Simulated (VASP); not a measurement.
# Be (Im-3m) in VASP: single point with PBE

Aim: the single point of Be with PBE.

All numbers are computed with VASP 6.6.1; they aren't measurements. Logs are shortened: lines on timing, memory, paths and dates and some standing lists are left out, and cuts for length are marked.

## (1) The cell of the first run

Symmetry: Im-3m, No. 229, cubic system. Conventional cell: a = 2.506 Å, b = 2.506 Å, c = 2.506 Å, α = 90.00°, β = 90.00°, γ = 90.00°. Be (site symmetry m-3m) has 14 Be at 2.17 to 2.51 Å within 2.9 Å.

## (2) Single point, PBE

Contents of INCAR:

```
SYSTEM = Be
PREC = Accurate ; ENCUT = 600
EDIFF = 1E-6 ; ISMEAR = 0
SIGMA = 0.05 ; LREAL = .FALSE.
LASPH = .TRUE. ; NELM = 120
ALGO = Normal ; ISIF = 2
LWAVE = .FALSE. ; LCHARG = .FALSE.
GGA = PE ; NBANDS = 7
GGA_COMPAT = .FALSE.
```

Contents of KPOINTS:

```
regular mesh
0
G
  22 22 22
  0 0 0
```

Contents of POSCAR:

```
Be
1.0
   -1.2531209500      1.2531209500      1.2531209500
    1.2531209500     -1.2531209500      1.2531209500
    1.2531209500      1.2531209500     -1.2531209500
Be
1
Direct
    0.0000000000      0.0000000000      0.0000000000
```

Potentials or basis: VASP PAW PBE potentials, release 64 (Be).

On the command line:

```bash
> cat potpaw_PBE.64/Be/POTCAR > POTCAR
> mpirun -np 1 vasp_std > vasp.out
```

OUTCAR:

```text
SYSTEM = Be
   PREC = Accurate
   ENCUT = 600
   EDIFF = 1E-6
   ISMEAR = 0
   LREAL = .FALSE.
   LASPH = .TRUE.
   NELM = 120
   ISIF = 2
   GGA = PE

 ion  position               nearest neighbor table
   1  0.000  0.000  0.000-

  LATTYP: Found a body centered cubic cell.
 ALAT       =     2.5062419000

  Lattice vectors:

 A1 = (  -1.2531209500,   1.2531209500,   1.2531209500)
 A2 = (   1.2531209500,  -1.2531209500,   1.2531209500)
 A3 = (   1.2531209500,   1.2531209500,  -1.2531209500)

Analysis of symmetry for initial positions (statically):
=====================================================================
 Subroutine PRICEL returns:
 Original cell was already a primitive cell.

 Routine SETGRP: Setting up the symmetry group for a
 body centered cubic supercell.

 Subroutine GETGRP returns: Found 48 space group operations
 (whereof 48 operations were pure point group operations)
 out of a pool of 48 trial point group operations.

The static configuration has the point symmetry O_h .

Analysis of symmetry for dynamics (positions and initial velocities):
=====================================================================
 Subroutine PRICEL returns:
 Original cell was already a primitive cell.

 Routine SETGRP: Setting up the symmetry group for a
 body centered cubic supercell.

 Subroutine GETGRP returns: Found 48 space group operations
 (whereof 48 operations were pure point group operations)
 out of a pool of 48 trial point group operations.

The dynamic configuration has the point symmetry O_h .

 Subroutine INISYM returns: Found 48 space group operations
 (whereof 48 operations are pure point group operations),
 and found     1 'primitive' translations

----------------------------------------------------------------------------------------

                                     Primitive cell

  volume of cell :       7.8712

  direct lattice vectors                    reciprocal lattice vectors
    -1.253120950  1.253120950  1.253120950     0.000000000  0.399003783  0.399003783
     1.253120950 -1.253120950  1.253120950     0.399003783  0.000000000  0.399003783
     1.253120950  1.253120950 -1.253120950     0.399003783  0.399003783  0.000000000

  length of vectors
     2.170469153  2.170469153  2.170469153     0.564276562  0.564276562  0.564276562

  position of ions in fractional coordinates (direct lattice)
     0.000000000  0.000000000  0.000000000

  ion indices of the primitive-cell ions
   primitive index   ion index
                 1           1

----------------------------------------------------------------------------------------

 KPOINTS: regular mesh

Automatic generation of k-mesh.
 Grid dimensions read from file:
 generate k-points for:   22   22   22

 Generating k-lattice:

  Cartesian coordinates                     Fractional coordinates (reciprocal lattice)
     0.000000000  0.018136536  0.018136536     0.045454545  0.000000000  0.000000000
     0.018136536  0.000000000  0.018136536     0.000000000  0.045454545  0.000000000
     0.018136536  0.018136536  0.000000000     0.000000000  0.000000000  0.045454545

  Length of vectors
     0.025648935  0.025648935  0.025648935

  Shift w.r.t. Gamma in fractional coordinates (k-lattice)
     0.000000000  0.000000000  0.000000000

 Subroutine IBZKPT returns following result:
 ===========================================

 Found    328 irreducible k-points:

 Following reciprocal coordinates:
            Coordinates               Weight
  0.000000  0.000000  0.000000      1.000000
  0.045455  0.000000  0.000000     12.000000
  0.090909  0.000000  0.000000     12.000000
  0.136364  0.000000  0.000000     12.000000
  0.181818  0.000000  0.000000     12.000000
  0.227273  0.000000  0.000000     12.000000
[... 16 lines left out ...]
  0.090909  0.090909  0.000000     24.000000
  0.136364  0.090909  0.000000     48.000000
 [... further k-points ...]
   k-points           NKPTS =    328   k-points in BZ     NKDIM =    328   number of bands    NBANDS=      7
   number of dos      NEDOS =    301   number of ions     NIONS =      1
   total plane-waves  NPLWV =   5832
   dimension x,y,z NGX =    18 NGY =   18 NGZ =   18
   dimension x,y,z NGXF=    36 NGYF=   36 NGZF=   36
   ions per type =               1
   NGX,Y,Z   is equivalent  to a cutoff of  13.79, 13.79, 13.79 a.u.
   NGXF,Y,Z  is equivalent  to a cutoff of  27.57, 27.57, 27.57 a.u.
 SYSTEM =  Be
   PREC   = accura    normal or accurate (medium, high low for compatibility)
   ISTART =      0    job   : 0-new  1-cont  2-samecut
   ICHARG =      2    charge: 1-file 2-atom 10-const
   ISPIN  =      1    spin polarized calculation?
   LNONCOLLINEAR =      F non collinear calculations
   LSORBIT =      F    spin-orbit coupling
   LASPH  =      T    aspherical Exc in radial PAW
   ENCUT  =  600.0 eV  44.10 Ry    6.64 a.u.   4.33  4.33  4.33*2*pi/ulx,y,z
   NELM   =    120;   NELMIN=  2; NELMDL= -5     # of ELM steps
   EDIFF  = 0.1E-05   stopping-criterion for ELM
   LREAL  =      F    real-space projection
   EDIFFG = 0.1E-04   stopping-criterion for IOM
   NSW    =      0    number of steps for IOM
   IBRION =     -1    ionic relax: 0-MD 1-quasi-New 2-CG
   NFREE  =      0    steps in history (QN), initial steepest desc. (CG)
   ISIF   =      2    stress and relaxation
   ISYM   =      2    0-nonsym 1-usesym 2-fastsym
   POTIM  = 0.5000    time-step for ionic-motion
   TEBEG  =    0.0;   TEEND  =   0.0 temperature during run
   PSTRESS=    0.0 pullay stress
   NELECT =       2.0000    total number of electrons
   NUPDOWN=      -1.0000    fix difference up-down
   EMIN   =  10.00;   EMAX   =-10.00  energy-range for DOS
   EFERMI =   0.00;   METHOD = LEGACY
   ISMEAR =     0;   SIGMA  =   0.05  broadening in eV -4-tet -1-fermi 0-gaus
   EFERMI_NEDOS =   21; number of points for ismear=-14 and -15
   IALGO  =     38    algorithm
   IMIX   =      4    mixing-type and parameters
     AMIX     =   0.40;   BMIX     =  1.00
     AMIX_MAG =   1.60;   BMIX_MAG =  1.00
  volume/ion in A,a.u.               =       7.87        53.12
  Fermi-wavevector in a.u.,A,eV,Ry     =   1.036904  1.959464 14.628572  1.075170
  Thomas-Fermi vector in A             =   2.171317
   LORBIT       =      0    0 simple, 1 ext, 2 COOP (PROOUT), +10 PAW based schemes
   GGA     = PE    functional components
   LHFCALC =     F    Hartree Fock is set to
   AEXX    =    0.0000 exact exchange contribution
   IVDW    =     0    specifies the selected vdW correction
   LEPSILON=     F    determine dielectric tensor
   LRPA    =     F    only Hartree local field effects (RPA)
 non-spin polarized calculation
 Gauss-broadening in eV      SIGMA  =   0.05
  energy-cutoff  :      600.00
  volume of cell :        7.87
 maximum number of plane-waves:       270
 NGX is ok and might be reduce to    18
   NGX =  9   NGY =  9   NGZ =  9

 number of electron       2.0000000 magnetization

 Free energy of the ion-electron system (eV)
  ---------------------------------------------------
  ext. energy  EPLUGINS =         0.00000000
  ---------------------------------------------------
  free energy    TOTEN  =        -3.66482584 eV

  energy without entropy =       -3.66465455  energy(sigma->0) =       -3.66474019

 E-fermi :   7.8910     XC(G=0): -10.6268

 val. band max:        7.8552404396   @ k =  -0.4091   0.5000   0.3182
 cond. band min:       7.8951755868   @ k =   0.2727   0.2727   0.1364
 fundamental gap:      0.0399351473
 Fermi energy:         7.8909626444

 k-point     1 :       0.0000    0.0000    0.0000
  band No.  band energies     occupation
      1      -4.3149      2.00000
      2      27.2621      0.00000
      3      27.2621      0.00000
      4      27.2621      0.00000
      5      38.6199      0.00000
      6      38.6199      0.00000
      7      38.6199      0.00000

 k-point     2 :       0.0455    0.0000    0.0000
  band No.  band energies     occupation
      1      -4.2423      2.00000
      2      26.9058      0.00000
      3      26.9639      0.00000
      4      27.1770      0.00000
      5      37.6088      0.00000
      6      37.6719      0.00000
      7      39.1086      0.00000

 k-point     3 :       0.0909    0.0000    0.0000
  band No.  band energies     occupation
      1      -4.0247      2.00000
      2      25.8093      0.00000
      3      26.1987      0.00000
      4      26.9263      0.00000
      5      35.6890      0.00000
      6      36.0664      0.00000
      7      39.3682      0.00000

 k-point     4 :       0.1364    0.0000    0.0000
  band No.  band energies     occupation
      1      -3.6617      2.00000
      2      24.0137      0.00000
      3      25.2050      0.00000
      4      26.5290      0.00000
      5      34.3407      0.00000
      6      34.4905      0.00000
      7      38.8866      0.00000

 k-point     5 :       0.1818    0.0000    0.0000
  band No.  band energies     occupation
      1      -3.1538      2.00000
      2      21.7501      0.00000
      3      24.1614      0.00000
      4      26.0232      0.00000
      5      33.0607      0.00000
      6      33.6119      0.00000
      7      38.8029      0.00000

 k-point     6 :       0.2273    0.0000    0.0000
  band No.  band energies     occupation
      1      -2.5021      2.00000
      2      19.2927      0.00000
      3      23.1694      0.00000
      4      25.4618      0.00000
      5      31.8068      0.00000
      6      33.3077      0.00000
      7      39.0814      0.00000

 k-point     7 :       0.2727    0.0000    0.0000
  band No.  band energies     occupation
      1      -1.7105      2.00000
      2      16.8282      0.00000
      3      22.2839      0.00000
      4      24.9003      0.00000
      5      30.7392      0.00000
      6      33.2729      0.00000
      7      39.6719      0.00000

 k-point     8 :       0.3182    0.0000    0.0000
  band No.  band energies     occupation
      1      -0.7886      2.00000
      2      14.4661      0.00000
      3      21.5351      0.00000
      4      24.3860      0.00000
      5      29.8626      0.00000
      6      33.4065      0.00000
      7      40.5189      0.00000

 k-point     9 :       0.3636    0.0000    0.0000
  band No.  band energies     occupation
      1       0.2404      2.00000
      2      12.2828      0.00000
      3      20.9405      0.00000
      4      23.9548      0.00000
      5      29.1793      0.00000
      6      33.6305      0.00000
      7      41.5565      0.00000

 k-point    10 :       0.4091    0.0000    0.0000
  band No.  band energies     occupation
      1       1.3165      2.00000
      2      10.3671      0.00000
      3      20.5101      0.00000
      4      23.6314      0.00000
      5      28.6906      0.00000
      6      33.8712      0.00000
      7      42.6814      0.00000

 k-point    11 :       0.4545    0.0000    0.0000
  band No.  band energies     occupation
      1       2.2737      2.00000
      2       8.9009      0.00000
      3      20.2499      0.00000
      4      23.4316      0.00000
      5      28.3972      0.00000
      6      34.0559      0.00000
      7      43.6783      0.00000
[... 51 lines left out ...]
 k-point    17 :       0.2273    0.0455    0.0000
  band No.  band energies     occupation
      1      -2.0681      2.00000
      2      18.0759      0.00000
      3      22.4393      0.00000
      4      24.7292      0.00000
      5      31.8164      0.00000
      6      33.2628      0.00000
      7      39.3827      0.00000

 k-point    18 :       0.2727    0.0455   -0.0000
  band No.  band energies     occupation
      1      -1.2088      2.00000
      2      15.6532      0.00000
      3      21.6332      0.00000
      4      24.1308      0.00000
      5      30.9555      0.00000
      6      33.3473      0.00000
      7      40.0994      0.00000

 k-point    19 :       0.3182    0.0455    0.0000
  band No.  band energies     occupation
      1      -0.2275      2.00000
      2      13.3712      0.00000
      3      20.9716      0.00000
      4      23.6108      0.00000
      5      30.2528      0.00000
      6      33.5598      0.00000
      7      41.0335      0.00000

 k-point    20 :       0.3636    0.0455    0.0000
  band No.  band energies     occupation
      1       0.8392      2.00000
      2      11.3057      0.00000
      3      20.4671      0.00000
      4      23.1993      0.00000
      5      29.7186      0.00000
      6      33.8256      0.00000
      7      42.1126      0.00000

 k-point    21 :       0.4091    0.0455    0.0000
  band No.  band energies     occupation
      1       1.8931      2.00000
      2       9.5766      0.00000
      3      20.1271      0.00000
      4      22.9157      0.00000
      5      29.3594      0.00000
      6      34.0677      0.00000
      7      43.2099      0.00000

 k-point    22 :       0.4545    0.0455   -0.0000
  band No.  band energies     occupation
      1       2.6611      2.00000
      2       8.4684      0.00000
      3      19.9561      0.00000
      4      22.7713      0.00000
      5      29.1790      0.00000
      6      34.2128      0.00000
      7      44.0334      0.00000

 k-point    23 :       0.0909    0.0909    0.0000
  band No.  band energies     occupation
      1      -3.4437      2.00000
      2      23.8621      0.00000
      3      23.9885      0.00000
      4      25.8248      0.00000
      5      33.9152      0.00000
      6      34.4786      0.00000
      7      38.7853      0.00000

 k-point    24 :       0.1364    0.0909    0.0000
  band No.  band energies     occupation
      1      -2.9352      2.00000
      2      21.7798      0.00000
      3      22.8852      0.00000
      4      25.1068      0.00000
      5      33.4363      0.00000
      6      33.8696      0.00000
      7      38.9118      0.00000

 [... further k-points ...]
[... 5 lines left out ...]
  --------------------------------------------------------------------------------------
  -------------------------------------------------------------------------------------
  Total       -0.0332091     -0.0332091     -0.0332091      0.0000000      0.0000000      0.0000000
  in kB       -6.7597155     -6.7597155     -6.7597155      0.0000000      0.0000000      0.0000000
  external PRESSURE =      -6.7597155 kB  Pullay stress =       0.0000000 kB

 VOLUME and BASIS-vectors are now :
 -----------------------------------------------------------------------------
  energy-cutoff  :      600.00
  volume of cell :        7.87
      direct lattice vectors                 reciprocal lattice vectors
    -1.253120950  1.253120950  1.253120950     0.000000000  0.399003783  0.399003783
     1.253120950 -1.253120950  1.253120950     0.399003783  0.000000000  0.399003783
     1.253120950  1.253120950 -1.253120950     0.399003783  0.399003783  0.000000000

 POSITION                                       TOTAL-FORCE (eV/Angst)
 -----------------------------------------------------------------------------------
      0.00000      0.00000      0.00000         0.000000      0.000000     -0.000000
 -----------------------------------------------------------------------------------
    total drift:                                0.000000     -0.000000     -0.000000

  FREE ENERGIE OF THE ION-ELECTRON SYSTEM (eV)
  ---------------------------------------------------
  free  energy   TOTEN  =        -3.6648258431 eV

  energy  without entropy=       -3.6646545465  energy(sigma->0) =       -3.66474019
```

Wall time 10 s (1 thread of Intel Xeon Platinum 8488C (Sapphire Rapids), shared host); peak memory 0.12 GiB.

Results:

* Free energy: -3.6648 eV
* Pressure: -0.7 GPa
* Band gap on the k mesh: zero (band 1 reaches 11.89 eV, above the bottom of band 2 at 6.64 eV)
